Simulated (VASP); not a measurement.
Wanted: the native input for a VASP 6.6.1 run.

| Property | Result |
| --- | --- |
| Task | single point |
| Functional | r2SCAN |
| Potentials or basis | VASP PAW PBE potentials, release 64 (B, As) |
| Cutoff | 520 eV |
| k mesh | 10 × 10 × 10 |
| Occupations | gaussian, width 0.01 eV |
| Spin | no spin polarisation |
| Dipole correction | no |
| Further INCAR settings | ALGO = Normal; EDIFF = 1e-06; NBANDS = 11 |

The system is BAs.

```
B As
1.0
     0.00000    2.39187    2.39187
     2.37991    0.00000    2.39187
     2.37991    2.39187    0.00000
B As
1 1
Direct
  0.00000 0.00000 0.00000
  0.25000 0.25000 0.25000
```

This cell differs from its parent crystal: uniaxial x strain -0.5%.

These files were run (other wordings do the same):

POSCAR

```
BAs
1.0
    0.0000000000      2.3918676038      2.3918676038
    2.3799082657      0.0000000000      2.3918676038
    2.3799082657      2.3918676038      0.0000000000
B As
1 1
Direct
    0.0000000000      0.0000000000      0.0000000000
    0.2500000000      0.2500000000      0.2500000000
```

INCAR.step1

```
SYSTEM = BAs
ALGO = Normal ; EDIFF = 1E-4
ENCUT = 520 ; GGA = PE
ISMEAR = 0 ; LASPH = .TRUE.
LCHARG = .FALSE. ; LREAL = .FALSE.
LWAVE = .TRUE. ; NBANDS = 11
NELM = 80 ; PREC = Accurate
SIGMA = 0.01
```

INCAR.step2

```
SYSTEM = BAs
ALGO = Normal ; EDIFF = 1E-6
ENCUT = 520 ; ISIF = 2
ISMEAR = 0 ; ISTART = 1
LASPH = .TRUE. ; LCHARG = .FALSE.
LMIXTAU = .TRUE. ; LREAL = .FALSE.
LWAVE = .FALSE. ; METAGGA = R2SCAN
NBANDS = 11 ; NELM = 80
PREC = Accurate ; SIGMA = 0.01
```

KPOINTS

```
k-points
0
G
  10 10 10
  0 0 0
```

Potentials or basis: VASP PAW PBE potentials, release 64 (B, As).

The run is started by

```bash
$ cat potpaw_PBE.64/B/POTCAR potpaw_PBE.64/As/POTCAR > POTCAR
$ cp INCAR.step1 INCAR
$ mpirun -np 1 vasp_std > vasp.out
$ cp INCAR.step2 INCAR
$ mpirun -np 1 vasp_std > vasp.out
```

It gave:

The pressure is 1.0 GPa and the band gap on the k mesh is 1.29 eV, indirect (least direct gap 3.39 eV).

Caveat: the cell differs from its parent crystal (uniaxial x strain -0.5%); the PAW data sets were made with another functional, which shifts forces and pressure a little.

It took 3.2 min on 1 thread of AMD EPYC 9R45 (Zen 5), with other jobs on the host, peak memory 0.15 GiB.
